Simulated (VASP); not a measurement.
A run of VASP 6.6.1 is set up as follows.

The input INCAR:

```
SYSTEM = Al2Ru
ALGO = Normal
EDIFF = 1E-6
ENCUT = 520
GGA = PS
ISIF = 2
ISMEAR = 0
LASPH = .True.
LCHARG = .True.
LELF = .True.
LREAL = .False.
LVHAR = .True.
LWAVE = .False.
NBANDS = 29
NELM = 100
PREC = Accurate
SIGMA = 0.03
```

KPOINTS

```
k-points
0
Gamma
  10 10 10
  0 0 0
```

POSCAR

```
Al2Ru
1.0
    0.0000000000      3.9278333200      4.3193031585
    2.3153105560      0.0000000000      4.3193031585
    2.3153105560      3.9278333200      0.0000000000
Al Ru
4 2
Direct
    0.0789481736      0.4210518264      0.0789481736
    0.4210518264      0.0789481736      0.4210518264
    0.1710518264      0.8289481736      0.1710518264
    0.8289481736      0.1710518264      0.8289481736
    0.7500000000      0.7500000000      0.7500000000
    0.5000000000      0.5000000000      0.5000000000
```

Potentials or basis: VASP PAW PBE potentials, release 64 (Al, Ru_pv).

Launch:

```bash
$ cat potpaw_PBE.64/Al/POTCAR potpaw_PBE.64/Ru_pv/POTCAR > POTCAR
$ mpirun -np 1 vasp_std > vasp.out
```

Predict the pressure.

9.2 GPa.

What does it give for the largest force?

0.065 eV/Å.

Forces on the atoms (eV/Å):
```
Al   0.000  0.065  0.000
Al   0.000 -0.065  0.000
Al   0.000 -0.065  0.000
Al   0.000  0.065  0.000
Ru   0.000  0.000  0.000
Ru   0.000  0.000  0.000
```

Caveat: the cell differs from its parent crystal (strain -0.015 along x and y, -0.015 along z); the cell stands under pressure; the PAW data sets were made with another functional, which shifts forces and pressure a little.
